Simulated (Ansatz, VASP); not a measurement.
# Al: VASP beside Ansatz

```
Al
1.0
     0.00000    1.99640    1.99640
     1.99640    0.00000    1.99640
     1.99640    1.99640    0.00000
Al
1
Direct
  0.00000 0.00000 0.00000
```

Alike in both runs: functional r2SCAN; k mesh 34 × 34 × 34; occupations gaussian, width 0.1 eV; no spin polarisation.

Ansatz relaxed the structure, and its values are those at the end. VASP's run is a single point on that final structure, the one shown.

|  | VASP | Ansatz |
| --- | --- | --- |
| version | VASP 6.6.1 | Ansatz 0.2.0 |
| potentials or method | VASP PAW PBE potentials, release 64 (Al) | scalar-relativistic, plane waves, PAW |
| plane-wave cutoff (eV) | 520 | 500 |
| valence electrons in the cell | 3 | 3 |

Ansatz gave:

| Item | Value |
| --- | --- |
| gap on the k mesh at the Fermi level (eV) | none |
| pressure (GPa) | 0.0 |

**Question.** Estimate VASP's values.

**Answer.** gap on the k mesh at the Fermi level (eV): none; pressure (GPa): -0.3.

VASP's potentials were made for PBE, not for r2SCAN. A gap of «none» marks a metal or a gap that the smearing closes. The functional is the same, so the differences come from potentials, cutoffs and numerics.
